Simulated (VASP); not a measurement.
Runs of VASP 6.6.1 on MgS. The structure is that of space group Fm-3m (No. 225), or close to it. The cells are those of the table. 

```tsv
level	cell	k mesh	smearing	grid for exact exchange (PRECFOCK)	share of exact exchange	screening parameter	gap on the mesh (eV)	pressure (GPa)
HSE06	a = 3.673, b = 3.673, c = 3.667 Å, angles 60.1, 60.1, 59.9°, 2 atoms	6 × 6 × 6	gaussian 0.01 eV	Normal	0.25	0.2079 1/Å	3.75	(a)
r2SCAN	a = 3.673, b = 3.673, c = 3.667 Å, angles 60.1, 60.1, 59.9°, 2 atoms	8 × 8 × 8	gaussian 0.01 eV	-	-	-	(b)	0.1
r2SCAN	a = 3.680, b = 3.680, c = 3.588 Å, angles 60.8, 60.8, 61.6°, 2 atoms	8 × 8 × 8	gaussian 0.01 eV	-	-	-	3.08	-0.4
PBE	a = 3.673, b = 3.673, c = 3.667 Å, angles 60.1, 60.1, 59.9°, 2 atoms	8 × 8 × 8	fermi-dirac 0.02 eV	-	-	-	(c)	1.4
HSE06	a = 3.680, b = 3.680, c = 3.588 Å, angles 60.8, 60.8, 61.6°, 2 atoms	6 × 6 × 6	gaussian 0.01 eV	Normal	0.25	0.2079 1/Å	3.41	-0.7
```

Alike in all rows: task single point; potentials or basis VASP PAW PBE potentials, release 64 (Mg, S); no spin polarisation; cutoff (eV) 520.

Problem. Fill in the values left out.

Solution. (a) -0.2; (b) 3.43; (c) 2.77.

Caveats: the PAW data sets were made with another functional, which shifts forces and pressure a little (at least some runs).

A k mesh can miss the band edges.
